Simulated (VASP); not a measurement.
Input of a VASP 6.6.1 run:

The input INCAR:

```
SYSTEM = TiAl
  PREC = Accurate
  ENCUT = 520
  EDIFF = 1E-6
  ISMEAR = 0
  SIGMA = 0.15
  LREAL = .False.
  LASPH = .True.
  NELM = 150
  ALGO = Normal
  ISIF = 2
  LWAVE = .False.
  LCHARG = .False.
  ISPIN = 2
  MAGMOM = 0.625 0
  LORBIT = 11
  NUPDOWN = 0.625
  LMAXMIX = 4
  NBANDS = 18
```

KPOINTS

```
Automatic mesh
0
Gamma
  21 21 12
  0 0 0
```

Contents of POSCAR:

```
TiAl
1.0
    2.7349265319      0.0000000000      0.0000000000
   -1.3674632659      2.3685158541      0.0000000000
    0.0000000000      0.0000000000      4.4642272374
Ti Al
1 1
Direct
    0.0000000000      0.0000000000      0.0000000000
    0.3333333333      0.6666666667      0.5000000000
```

Potentials or basis: VASP PAW LDA potentials, release 64 (Ti_sv, Al).

Run with:

```bash
$ cat potpaw_LDA.64/Ti_sv/POTCAR potpaw_LDA.64/Al/POTCAR > POTCAR
$ mpirun -np 1 vasp_std > vasp.out
```

**Question.** What does it give for the pressure?

**Answer.** 12.0 GPa.

Stress tensor (GPa, compression positive):
```
12.05  0.00  0.00
 0.00 12.05  0.00
 0.00  0.00 11.87
```

Caveat: the cell stands under pressure; the total moment is fixed, so each spin has its own Fermi level.
